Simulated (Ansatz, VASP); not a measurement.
# Co2Si6Ni in VASP and in Ansatz

```
Co Si Ni
1.0
     3.79079    0.00068   -0.00148
    -1.89480    3.28402    0.00149
    -0.00343    0.00202    9.35500
Co Si Ni
2 6 1
Direct
  0.66666 0.33337 0.83236
  0.33336 0.66666 0.16764
  0.99994 0.00001 0.75459
  0.33328 0.66661 0.41169
  0.66664 0.33330 0.08078
  0.66669 0.33335 0.58831
  0.00008 0.00002 0.24541
  0.33337 0.66671 0.91922
  0.99997 0.99996 0.50000
```

Change from the starting cell: cell x1, atoms moved at random (sigma 0.05 Å) and cell strained at random (1.5 %), then relaxed without symmetry.

Alike in both runs: functional PBE; k mesh 6 × 6 × 4; occupations gaussian, width 0.2 eV; no spin polarisation.

Ansatz relaxed the structure, and its values are those at the end. VASP's run is a single point on that final structure, the one shown.

|  | VASP | Ansatz |
| --- | --- | --- |
| version | VASP 6.6.1 | Ansatz 0.2.0 |
| potentials or method | VASP PAW PBE potentials, release 64 (Co, Si, Ni), cutoff 520 eV | scalar-relativistic, plane waves, PAW |
| valence electrons in the cell | 52 | 76 |

VASP gave:

| Quantity | Value |
| --- | --- |
| gap on the k mesh at the Fermi level (eV) | none |
| pressure (GPa) | 0.0 |

What did Ansatz give for the same quantities?

gap on the k mesh at the Fermi level (eV): none; pressure (GPa): 0.1.

A gap of «none» marks a metal or a gap that the smearing closes. The functional is the same, so the differences come from potentials, cutoffs and numerics. VASP's potentials hold 52 valence electrons a cell and Ansatz's 76, so a difference there can come from the potentials and not from the codes.
